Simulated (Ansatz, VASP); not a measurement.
Al2O3 in VASP and in Ansatz

```
Al O
1.0
     3.13818    0.00000    0.00000
    -1.56909    2.71775    0.00000
     0.00000    0.00000    8.18061
Al O
2 3
Direct
  0.00000 0.00000 0.27795
  0.00000 0.00000 0.72205
  0.33333 0.66667 0.19945
  0.66667 0.33333 0.80055
  0.00000 0.00000 0.50000
```

Change from the starting cell: strain +0.040 along x and y, +0.080 along z, atoms carried along.

Alike in both runs: task single point; functional LDA; k mesh 12 × 12 × 4; occupations gaussian, width 0.05 eV; no spin polarisation.

|  | VASP | Ansatz |
| --- | --- | --- |
| version | VASP 6.6.1 | Ansatz 0.2.0 |
| potentials or method | VASP PAW LDA potentials, release 64 (Al, O), cutoff 520 eV | scalar-relativistic, plane waves, PAW |
| valence electrons in the cell | 24 | 24 |

|  | VASP | Ansatz | Ansatz less VASP |
| --- | --- | --- | --- |
| gap on the k mesh at the Fermi level (eV) | 0.79 | 0.80 | +0.007 |
| least direct gap on the mesh (eV) | 0.79 | 0.80 | +0.007 |
| pressure (GPa) | -24.5 | -24.8 | -0.29 |
| traceless stress, the component that is largest in VASP (GPa) | -9.73 | -9.91 | -0.177 |
| rms of the force components (eV/Å) | 0.903 | 0.923 | +0.0196 |

LDA's correlation is that of Perdew and Zunger in VASP and of Perdew and Wang (1992) in Ansatz. Atom by atom the forces differ by 0.022 eV/Å (rms over components).
